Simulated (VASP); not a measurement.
Here is a VASP 6.6.1 calculation.

The input POSCAR:

```
KF
1.0
    0.0000000000      2.6895448865      2.6895448865
    2.6895448865      0.0000000000      2.6895448865
    2.6895448865      2.6895448865      0.0000000000
K F
1 1
Direct
    0.0000000000      0.0000000000      0.0000000000
    0.5000000000      0.5000000000      0.5000000000
```

Contents of INCAR.step1:

```
PREC     = Accurate       # precision mode
ENCUT    = 520            # plane-wave cutoff, eV
EDIFF    = 1E-5           # SCF threshold, eV
ISMEAR   = -1             # smearing method
SIGMA    = 0.05           # smearing width, eV
LREAL    = False          # projectors in reciprocal space
LASPH    = True           # aspherical terms in the spheres
NELM     = 60             # most SCF steps
ALGO     = Normal         # electronic algorithm
ISIF     = 2              # what is computed and relaxed
LWAVE    = True           # write WAVECAR
NBANDS   = 15             # bands
GGA      = PE             # functional
```

File INCAR.step2:

```
PREC     = Accurate       # precision mode
ENCUT    = 520            # plane-wave cutoff, eV
EDIFF    = 1E-6           # SCF threshold, eV
ISMEAR   = -1             # smearing method
SIGMA    = 0.05           # smearing width, eV
LREAL    = False          # projectors in reciprocal space
LASPH    = True           # aspherical terms in the spheres
NELM     = 60             # most SCF steps
ALGO     = Normal         # electronic algorithm
ISIF     = 2              # what is computed and relaxed
LWAVE    = False          # write WAVECAR
LCHARG   = True           # write CHGCAR
GGA      = PE             # functional
LHFCALC  = True           # exact exchange
HFSCREEN = 0.2079         # screening, 1/A
PRECFOCK = Normal       
LELF     = True           # ELF
LVHAR    = True         
NBANDS   = 15             # bands
ISTART   = 1
```

File KPOINTS:

```
regular mesh
0
Gamma
  6 6 6
```

Potentials or basis: VASP PAW PBE potentials, release 64 (K_sv, F).

Command:

```sh
$ cat potpaw_PBE.64/K_sv/POTCAR potpaw_PBE.64/F/POTCAR > POTCAR
$ cp INCAR.step1 INCAR
$ mpirun -np 1 vasp_std > vasp.out
$ cp INCAR.step2 INCAR
$ mpirun -np 1 vasp_std > vasp.out
```

Problem. Predict the pressure.

Solution. -0.1 GPa.

Problem. What does it give for the band gap on the k mesh?

Solution. 8.05 eV.

Caveat: the PAW data sets were made with another functional, which shifts forces and pressure a little.
